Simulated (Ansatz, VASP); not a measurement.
One calculation of Br, two programs

```
Br
1.0
     3.36325   -2.32255    0.00000
     3.36325    2.32255    0.00000
     0.00000    0.00000    8.70230
Br
4
Direct
  0.36510 0.63490 0.39010
  0.13490 0.86510 0.89010
  0.63490 0.36510 0.60990
  0.86510 0.13490 0.10990
```

Alike in both runs: task relaxation of cell and atoms; functional PBE; dispersion D3(BJ); k mesh 7 × 7 × 3; occupations fermi-dirac, width 0.05 eV; no spin polarisation.

|  | VASP | Ansatz |
| --- | --- | --- |
| version | VASP 6.6.1 | Ansatz 0.2.0 |
| potentials or method | VASP PAW PBE potentials, release 64 (Br) | Ansatz PAW |
| plane-wave cutoff (eV) | 600 | 420 |
| valence electrons in the cell | 28 | 28 |

|  | VASP | Ansatz | Ansatz less VASP |
| --- | --- | --- | --- |
| gap on the k mesh at the Fermi level, each at its own relaxed structure (eV) | 1.33 | 1.33 | -0.002 |
| relaxed volume (Å³/atom) | 31.13 | 31.05 | -0.080 |
| relaxed cell length with the largest relative difference (Å) | 4.067 | 4.061 | -0.0060 |

Noted on Ansatz's run: odd divisions of the mesh miss points on the zone boundary, where band edges often lie, so the gap on the mesh can be too wide; the plane-wave basis is chosen anew once the cell has moved, so the energies of steps on either side of that aren't comparable.
